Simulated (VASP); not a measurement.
# SnO2 (R-3m) in VASP: further runs

Runs on SnO2. Level: r2SCAN. Tasks: single point.

Program: VASP 6.6.1. These are calculated values, not measurements. Logs are shortened: lines on timing, memory, paths and dates and some standing lists are left out, and cuts for length are marked.

## 1. The cell of the first run

The structure is trigonal, space group R-3m (No. 166). The conventional cell has a = 3.388 Å, b = 3.388 Å, c = 11.723 Å, α = 90.00°, β = 90.00°, γ = 120.00°. Within 2.8 Å of Sn (site symmetry -3m) lie 6 O at 2.14 Å. Within 2.8 Å of O (site symmetry 3m) lie 3 Sn at 2.14 Å and 3 O at 2.62 Å.

## 2. Single point, r2SCAN

Input file POSCAR:

```
SnO2
1.0
    1.6941562920      0.9781215912      3.9077735270
   -1.6941562920      0.9781215912      3.9077735270
    0.0000000000     -1.9562431825      3.9077735270
Sn O
1 2
Direct
    0.5000000000      0.5000000000      0.5000000000
    0.2412464623      0.2412464623      0.2412464623
    0.7587535377      0.7587535377      0.7587535377
```

Input file INCAR.step1:

```
SYSTEM = SnO2
PREC = Accurate
ENCUT = 520
ISMEAR = 0
SIGMA = 0.05
LREAL = .False.
LASPH = .True.
NELM = 100
NBANDS = 20
GGA = PE
ALGO = Normal
EDIFF = 1E-4
LWAVE = .True.
LCHARG = .False.
```

Input file INCAR.step2:

```
SYSTEM = SnO2
PREC = Accurate
ENCUT = 520
EDIFF = 1E-6
ISMEAR = 0
SIGMA = 0.05
LREAL = .False.
LASPH = .True.
NELM = 100
ALGO = Normal
ISIF = 2
LWAVE = .False.
LCHARG = .False.
METAGGA = R2SCAN
LMIXTAU = .True.
NBANDS = 20
ISTART = 1
```

Input file KPOINTS:

```
Automatic mesh
0
Gamma
  12 12 12
  0 0 0
```

Potentials or basis: VASP PAW PBE potentials, release 64 (Sn_d, O).

Run with:

```
> cat potpaw_PBE.64/Sn_d/POTCAR potpaw_PBE.64/O/POTCAR > POTCAR
> cp INCAR.step1 INCAR
> mpirun -np 1 vasp_std > vasp.out
> cp INCAR.step2 INCAR
> mpirun -np 1 vasp_std > vasp.out
```

OUTCAR:

```text
SYSTEM = SnO2
   PREC = Accurate
   ENCUT = 520
   EDIFF = 1E-6
   ISMEAR = 0
   LREAL = .False.
   LASPH = .True.
   NELM = 100
   ISIF = 2
   METAGGA = R2SCAN
   ISTART = 1

 ion  position               nearest neighbor table
   1  0.500  0.500  0.500-   2 2.14   2 2.14   3 2.14   3 2.14   2 2.14   3 2.14
   2  0.241  0.241  0.241-   1 2.14   1 2.14   1 2.14
   3  0.759  0.759  0.759-   1 2.14   1 2.14   1 2.14

  LATTYP: Found a trigonal (rhomboedric) cell.
 ALAT       =     4.3700779544
 COS(alpha) =     0.6994210426

  Lattice vectors:

 A1 = (   1.6941562920,   0.9781215912,   3.9077735270)
 A2 = (  -1.6941562920,   0.9781215912,   3.9077735270)
 A3 = (   0.0000000000,  -1.9562431825,   3.9077735270)

Analysis of symmetry for initial positions (statically):
=====================================================================
 Subroutine PRICEL returns:
 Original cell was already a primitive cell.

 Routine SETGRP: Setting up the symmetry group for a
 trigonal (rhombohedral) supercell.

 Subroutine GETGRP returns: Found 12 space group operations
 (whereof 12 operations were pure point group operations)
 out of a pool of 12 trial point group operations.

The static configuration has the point symmetry D_3d.

Analysis of symmetry for dynamics (positions and initial velocities):
=====================================================================
 Subroutine PRICEL returns:
 Original cell was already a primitive cell.

 Routine SETGRP: Setting up the symmetry group for a
 trigonal (rhombohedral) supercell.

 Subroutine GETGRP returns: Found 12 space group operations
 (whereof 12 operations were pure point group operations)
 out of a pool of 12 trial point group operations.

The dynamic configuration has the point symmetry D_3d.

 Subroutine INISYM returns: Found 12 space group operations
 (whereof 12 operations are pure point group operations),
 and found     1 'primitive' translations

----------------------------------------------------------------------------------------

                                     Primitive cell

  volume of cell :      38.8532

  direct lattice vectors                    reciprocal lattice vectors
     1.694156292  0.978121591  3.907773527     0.295132157  0.170394630  0.085300064
    -1.694156292  0.978121591  3.907773527    -0.295132157  0.170394630  0.085300064
     0.000000000 -1.956243182  3.907773527     0.000000000 -0.340789260  0.085300064

  length of vectors
     4.370077954  4.370077954  4.370077954     0.351302463  0.351302463  0.351302463

  position of ions in fractional coordinates (direct lattice)
     0.500000000  0.500000000  0.500000000
     0.241246462  0.241246462  0.241246462
     0.758753538  0.758753538  0.758753538

  ion indices of the primitive-cell ions
   primitive index   ion index
                 1           1
                 2           2
                 3           3

----------------------------------------------------------------------------------------

 KPOINTS: Automatic mesh

Automatic generation of k-mesh.
 Grid dimensions read from file:
 generate k-points for:   12   12   12

 Generating k-lattice:

  Cartesian coordinates                     Fractional coordinates (reciprocal lattice)
     0.024594346  0.014199553  0.007108339     0.083333333  0.000000000  0.000000000
    -0.024594346  0.014199553  0.007108339     0.000000000  0.083333333  0.000000000
     0.000000000 -0.028399105  0.007108339     0.000000000  0.000000000  0.083333333

  Length of vectors
     0.029275205  0.029275205  0.029275205

  Shift w.r.t. Gamma in fractional coordinates (k-lattice)
     0.000000000  0.000000000  0.000000000

 Subroutine IBZKPT returns following result:
 ===========================================

 Found    189 irreducible k-points:

 Following reciprocal coordinates:
            Coordinates               Weight
  0.000000  0.000000  0.000000      1.000000
  0.083333  0.000000  0.000000      6.000000
  0.166667 -0.000000  0.000000      6.000000
  0.250000  0.000000  0.000000      6.000000
  0.333333  0.000000 -0.000000      6.000000
  0.416667 -0.000000 -0.000000      6.000000
[... 16 lines left out ...]
  0.500000  0.166667  0.000000     12.000000
 -0.416667  0.166667  0.000000     12.000000
 [... further k-points ...]
   k-points           NKPTS =    189   k-points in BZ     NKDIM =    189   number of bands    NBANDS=     20
   number of dos      NEDOS =    301   number of ions     NIONS =      3
   total plane-waves  NPLWV =  46656
   dimension x,y,z NGX =    36 NGY =   36 NGZ =   36
   dimension x,y,z NGXF=    72 NGYF=   72 NGZF=   72
   ions per type =               1   2
   NGX,Y,Z   is equivalent  to a cutoff of  13.70, 13.70, 13.70 a.u.
   NGXF,Y,Z  is equivalent  to a cutoff of  27.39, 27.39, 27.39 a.u.
 SYSTEM =  SnO2
   PREC   = accura    normal or accurate (medium, high low for compatibility)
   ISTART =      1    job   : 0-new  1-cont  2-samecut
   ICHARG =      0    charge: 1-file 2-atom 10-const
   ISPIN  =      1    spin polarized calculation?
   LNONCOLLINEAR =      F non collinear calculations
   LSORBIT =      F    spin-orbit coupling
   LASPH  =      T    aspherical Exc in radial PAW
   ENCUT  =  520.0 eV  38.22 Ry    6.18 a.u.   8.13  8.13  8.13*2*pi/ulx,y,z
   NELM   =    100;   NELMIN=  2; NELMDL=  0     # of ELM steps
   EDIFF  = 0.1E-05   stopping-criterion for ELM
   LREAL  =      F    real-space projection
   EDIFFG = 0.1E-04   stopping-criterion for IOM
   NSW    =      0    number of steps for IOM
   IBRION =     -1    ionic relax: 0-MD 1-quasi-New 2-CG
   NFREE  =      0    steps in history (QN), initial steepest desc. (CG)
   ISIF   =      2    stress and relaxation
   ISYM   =      2    0-nonsym 1-usesym 2-fastsym
   POTIM  = 0.5000    time-step for ionic-motion
   TEBEG  =    0.0;   TEEND  =   0.0 temperature during run
   PSTRESS=    0.0 pullay stress
   NELECT =      26.0000    total number of electrons
   NUPDOWN=      -1.0000    fix difference up-down
   EMIN   =  10.00;   EMAX   =-10.00  energy-range for DOS
   EFERMI =   0.00;   METHOD = LEGACY
   ISMEAR =     0;   SIGMA  =   0.05  broadening in eV -4-tet -1-fermi 0-gaus
   EFERMI_NEDOS =   21; number of points for ismear=-14 and -15
   IALGO  =     38    algorithm
   IMIX   =      4    mixing-type and parameters
     AMIX     =   0.40;   BMIX     =  1.00
     AMIX_MAG =   1.60;   BMIX_MAG =  1.00
  volume/ion in A,a.u.               =      12.95        87.40
  Fermi-wavevector in a.u.,A,eV,Ry     =   1.431936  2.705967 27.897942  2.050441
  Thomas-Fermi vector in A             =   2.551618
   LORBIT       =      0    0 simple, 1 ext, 2 COOP (PROOUT), +10 PAW based schemes
   METAGGA = R2SCAN    functional components
   LHFCALC =     F    Hartree Fock is set to
   AEXX    =    0.0000 exact exchange contribution
   IVDW    =     0    specifies the selected vdW correction
   LEPSILON=     F    determine dielectric tensor
   LRPA    =     F    only Hartree local field effects (RPA)
 non-spin polarized calculation
 Gauss-broadening in eV      SIGMA  =   0.05
  energy-cutoff  :      520.00
  volume of cell :       38.85
 maximum number of plane-waves:      1061
 NGX is ok and might be reduce to    36
   NGX = 17   NGY = 17   NGZ = 17

 number of electron      26.0000001 magnetization

 Free energy of the ion-electron system (eV)
  ---------------------------------------------------
  ext. energy  EPLUGINS =         0.00000000
  ---------------------------------------------------
  free energy    TOTEN  =       -41.48692793 eV

  energy without entropy =      -41.48692793  energy(sigma->0) =      -41.48692793

 E-fermi :   5.1027     XC(G=0): -11.5755

 val. band max:        4.8028911216   @ k =   0.0000   0.0000   0.0000
 cond. band min:       5.9747689546   @ k =   0.0000   0.0000   0.0000
 fundamental gap:      1.1718778331
 Fermi energy:         5.1027126842

 k-point     1 :       0.0000    0.0000    0.0000
  band No.  band energies     occupation
      1     -16.2492      2.00000
      2     -15.9317      2.00000
      3     -15.9317      2.00000
      4     -15.7688      2.00000
      5     -15.7688      2.00000
      6     -14.3210      2.00000
[... 12 lines left out ...]
     19      21.6477      0.00000
     20      21.6477      0.00000

 k-point     2 :       0.0833    0.0000    0.0000
  band No.  band energies     occupation
      1     -16.2210      2.00000
      2     -15.9854      2.00000
      3     -15.9250      2.00000
      4     -15.7723      2.00000
      5     -15.7652      2.00000
      6     -14.2820      2.00000
[... 12 lines left out ...]
     19      20.9678      0.00000
     20      21.6585      0.00000

 k-point     3 :       0.1667   -0.0000    0.0000
  band No.  band energies     occupation
      1     -16.1913      2.00000
      2     -16.0819      2.00000
      3     -15.9102      2.00000
      4     -15.7811      2.00000
      5     -15.7516      2.00000
      6     -14.1536      2.00000
[... 12 lines left out ...]
     19      20.0906      0.00000
     20      21.7161      0.00000

 k-point     4 :       0.2500    0.0000    0.0000
  band No.  band energies     occupation
      1     -16.3447      2.00000
      2     -16.0159      2.00000
      3     -15.8983      2.00000
      4     -15.7906      2.00000
      5     -15.7242      2.00000
      6     -13.9245      2.00000
[... 12 lines left out ...]
     19      20.2610      0.00000
     20      21.8753      0.00000

 k-point     5 :       0.3333    0.0000   -0.0000
  band No.  band energies     occupation
      1     -16.5133      2.00000
      2     -15.9383      2.00000
      3     -15.8941      2.00000
      4     -15.7923      2.00000
      5     -15.6885      2.00000
      6     -13.6194      2.00000
[... 12 lines left out ...]
     19      20.2698      0.00000
     20      21.7633      0.00000

 k-point     6 :       0.4167   -0.0000   -0.0000
  band No.  band energies     occupation
      1     -16.6301      2.00000
      2     -15.8996      2.00000
      3     -15.8941      2.00000
      4     -15.7807      2.00000
      5     -15.6588      2.00000
      6     -13.3249      2.00000
[... 12 lines left out ...]
     19      20.0892      0.00000
     20      21.0543      0.00000

 k-point     7 :       0.5000    0.0000    0.0000
  band No.  band energies     occupation
      1     -16.6714      2.00000
      2     -15.8946      2.00000
      3     -15.8909      2.00000
      4     -15.7722      2.00000
      5     -15.6474      2.00000
      6     -13.1931      2.00000
[... 12 lines left out ...]
     19      19.9742      0.00000
     20      20.8401      0.00000
[... 277 lines left out ...]
 k-point    20 :       0.2500    0.1667    0.0000
  band No.  band energies     occupation
      1     -16.2494      2.00000
      2     -16.0888      2.00000
      3     -15.8955      2.00000
      4     -15.7891      2.00000
      5     -15.7353      2.00000
      6     -13.9840      2.00000
[... 12 lines left out ...]
     19      20.3902      0.00000
     20      21.8493      0.00000

 k-point    21 :       0.3333    0.1667   -0.0000
  band No.  band energies     occupation
      1     -16.3480      2.00000
      2     -16.0894      2.00000
      3     -15.8835      2.00000
      4     -15.7961      2.00000
      5     -15.7132      2.00000
      6     -13.7057      2.00000
[... 12 lines left out ...]
     19      20.3588      0.00000
     20      21.4643      0.00000

 k-point    22 :       0.4167    0.1667    0.0000
  band No.  band energies     occupation
      1     -16.4612      2.00000
      2     -16.0743      2.00000
      3     -15.8749      2.00000
      4     -15.7978      2.00000
      5     -15.6999      2.00000
      6     -13.3339      2.00000
[... 12 lines left out ...]
     19      20.2404      0.00000
     20      21.0489      0.00000

 k-point    23 :       0.5000    0.1667    0.0000
  band No.  band energies     occupation
      1     -16.5449      2.00000
      2     -16.0603      2.00000
      3     -15.8692      2.00000
      4     -15.7875      2.00000
      5     -15.7025      2.00000
      6     -12.9767      2.00000
[... 12 lines left out ...]
     19      19.9981      0.00000
     20      20.9125      0.00000

 k-point    24 :      -0.4167    0.1667    0.0000
  band No.  band energies     occupation
      1     -16.5737      2.00000
      2     -16.0539      2.00000
      3     -15.8681      2.00000
      4     -15.7766      2.00000
      5     -15.7104      2.00000
      6     -12.8483      2.00000
[... 12 lines left out ...]
     19      19.5942      0.00000
     20      20.9463      0.00000

 [... further k-points ...]

------------------------ aborting loop because EDIFF is reached ----------------------------------------

  FORCE on cell =-STRESS in cart. coord.  units (eV):
  Direction    XX          YY          ZZ          XY          YZ          ZX
  --------------------------------------------------------------------------------------
  -------------------------------------------------------------------------------------
  Total       -3.4641038     -3.4641038     -0.2204947      0.0000000      0.0000000      0.0000000
  in kB     -142.8481192   -142.8481192     -9.0924660      0.0000000      0.0000000      0.0000000
  external PRESSURE =     -98.2629015 kB  Pullay stress =       0.0000000 kB

 VOLUME and BASIS-vectors are now :
 -----------------------------------------------------------------------------
  energy-cutoff  :      520.00
  volume of cell :       38.85
      direct lattice vectors                 reciprocal lattice vectors
     1.694156292  0.978121591  3.907773527     0.295132157  0.170394630  0.085300064
    -1.694156292  0.978121591  3.907773527    -0.295132157  0.170394630  0.085300064
     0.000000000 -1.956243182  3.907773527     0.000000000 -0.340789260  0.085300064

 POSITION                                       TOTAL-FORCE (eV/Angst)
 -----------------------------------------------------------------------------------
      0.00000     -0.00000      5.86166         0.000000      0.000000     -0.000000
      0.00000     -0.00000      2.82821         0.000000     -0.000000      0.257312
      0.00000     -0.00000      8.89511         0.000000      0.000000     -0.257312
 -----------------------------------------------------------------------------------
    total drift:                               -0.000000      0.000000     -0.000000

  FREE ENERGIE OF THE ION-ELECTRON SYSTEM (eV)
  ---------------------------------------------------
  free  energy   TOTEN  =       -41.4869279339 eV

  energy  without entropy=      -41.4869279339  energy(sigma->0) =      -41.48692793
```

Wall time 25 min (1 thread of AMD EPYC 7R43 (Zen 3), shared host); peak memory 0.26 GiB.

What came out:

```
Free energy            : -41.4869 eV
Pressure               : -9.8 GPa
Largest force          : 0.257 eV/Å
Band gap on the k mesh : 1.17 eV
```

Forces in eV/Å, atoms in the order of the input:
```
Sn   0.000  0.000  0.000
O    0.000  0.000  0.257
O    0.000  0.000 -0.257
```

Levels at points of the mesh, in eV from the valence-band top:
```csv
k point,band 10,band 11,band 12,band 13,band 14,band 15,band 16,band 17
"(0.00, 0.00, 0.00)",-1.71,-1.62,-1.62,0.00,1.17,5.79,10.35,10.35
"(0.50, 0.00, 0.00)",-3.52,-1.81,-1.32,-1.07,5.50,8.44,9.48,13.48
"(0.50, 0.50, 0.00)",-3.98,-0.59,-0.47,-0.05,4.79,7.09,10.81,11.56
"(0.50, 0.50, 0.50)",-1.99,-1.99,-1.48,-1.48,3.63,6.43,11.22,11.22
```

Caveat: the stress differs along the axes, from -14 to -1 GPa; the PAW data sets were made with another functional, which shifts forces and pressure a little; spin-orbit coupling is left out, which moves the levels of the heavy elements. A k mesh can miss the band edges.

(Part 1 of 2 ends here.)
